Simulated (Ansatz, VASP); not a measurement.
Two plane-wave programs on Y

```
CELL_PARAMETERS angstrom
3.65648 0.00000 0.00000
-1.82824 3.16661 0.00000
0.00000 0.00000 5.67401
ATOMIC_POSITIONS crystal
Y 0.33333 0.66667 0.25000
Y 0.66667 0.33333 0.75000
```

Alike in both runs: functional PBE; k mesh 15 × 15 × 8; occupations gaussian, width 0.1 eV; no spin polarisation.

Ansatz relaxed the structure, and its values are those at the end. VASP's run is a single point on that final structure, the one shown.

|  | VASP | Ansatz |
| --- | --- | --- |
| version | VASP 6.6.1 | Ansatz 0.2.0 |
| potentials or method | VASP PAW PBE potentials, release 64 (Y_sv), cutoff 520 eV | scalar-relativistic, plane waves, PAW |
| valence electrons in the cell | 22 | 22 |

```tsv
	VASP	Ansatz	Ansatz less VASP
gap on the k mesh at the Fermi level (eV)	none	none	-
pressure (GPa)	-0.1	0.0	+0.10
```

A gap of «none» marks a metal or a gap that the smearing closes.
